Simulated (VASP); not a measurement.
Set up this calculation in VASP 6.6.1, as the native input.

- Task: relaxation of cell and atoms
- Functional: PBE
- Potentials or basis: VASP PAW PBE potentials, release 64 (Ti_sv, Si, Te)
- Cutoff: 600 eV
- k mesh: 4 × 4 × 4
- Occupations: gaussian, width 0.1 eV
- Spin: no spin polarisation
- Dipole correction: no
- Further INCAR settings: ALGO = Normal; EDIFF = 1e-07; IBRION = 2; EDIFFG = -0.04; NSW = 90; ISIF = 3

The structure of TiSiTe4 lies in POSCAR:

```
TiSiTe4
1.0
    0.0000000000      4.2293017700      4.2293017700
    4.2293017700      0.0000000000      4.2293017700
    4.2293017700      4.2293017700      0.0000000000
Ti Si Te
1 1 4
Direct
    0.7500000000      0.7500000000      0.7500000000
    0.0000000000      0.0000000000      0.0000000000
    0.3759208700      0.3759208700      0.8722373800
    0.8722373800      0.3759208700      0.3759208700
    0.3759208700      0.3759208700      0.3759208700
    0.3759208700      0.8722373800      0.3759208700
```

The cell was built from a structure type or drawn by symmetry, and may not be a known phase.

One way to write it, as run:

INCAR

```
PREC = Accurate
ENCUT = 600
EDIFF = 1E-7
ISMEAR = 0
SIGMA = 0.1
LREAL = F
LASPH = T
NELM = 100
ALGO = Normal
ISIF = 3
LWAVE = F
LCHARG = F
GGA = PE
IBRION = 2
NSW = 90
EDIFFG = -0.04
```

KPOINTS

```
regular mesh
0
Gamma
  4 4 4
```

Potentials or basis: VASP PAW PBE potentials, release 64 (Ti_sv, Si, Te).

Run with:

```bash
$ cat potpaw_PBE.64/Ti_sv/POTCAR potpaw_PBE.64/Si/POTCAR potpaw_PBE.64/Te/POTCAR > POTCAR
$ mpirun -np 1 vasp_std > vasp.out
```

It gave:

```
Relaxed volume                        : 28.14 Å³/atom
Relaxed cell                          : a = 6.204 Å, b = 6.204 Å, c = 6.204 Å, α = 60.00°, β = 60.00°, γ = 60.00°
Space group after relaxing (to 0.1 Å) : F-43m (No. 216)
Energy gained by relaxing             : 56.1 meV/atom
Ionic steps                           : 3
Pressure after relaxing               : 0.0 GPa
Largest force after relaxing          : 0.038 eV/Å
Band gap on the k mesh                : zero (bands 20 and 21 overlap by 0.75 eV)
```

Caveat: spin-orbit coupling is left out, which moves the levels of the heavy elements.

Run time: 3.5 min on 1 thread of AMD EPYC 7R13 Processor (Zen 3) (shared host), peak memory 0.33 GiB.
